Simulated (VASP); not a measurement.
Mg, 1 atom in the cell. Symmetry: Im-3m, No. 229, cubic system. Conventional cell: a = 4.092 Å, b = 4.092 Å, c = 4.092 Å, α = 90.00°, β = 90.00°, γ = 90.00°. Within 4.7 Å of Mg (site symmetry m-3m) lie 14 Mg at 3.54 to 4.09 Å.  This cell differs from its parent crystal: Ba replaced by Mg, lengths x 0.793, strained.

| Property | Result |
| --- | --- |
| Program | VASP 6.6.1 |
| Task | single point |
| Functional | PBE |
| Potentials or basis | VASP PAW PBE potentials, release 64 (Mg) |
| Cutoff | 600 eV |
| k mesh | 6 × 6 × 6 |
| Occupations | gaussian, width 0.1 eV |
| Spin | no spin polarisation |
| Dipole correction | no |
| Further INCAR settings | ALGO = Normal; EDIFF = 1e-06; NBANDS = 7 |

Potentials or basis: VASP PAW PBE potentials, release 64 (Mg).

Run with:

```console
$ cat potpaw_PBE.64/Mg/POTCAR > POTCAR
$ mpirun -np 1 vasp_std > vasp.out
```

Hardware: 1 thread of Intel Xeon 6975P-C, with other jobs on the host.

Question: Estimate the wall time of this run.

Answer: Wall time 4.4 s on 1 thread of Intel Xeon 6975P-C, on a shared host, peak memory 0.15 GiB. Counts: scf iterations 10, k points 16.
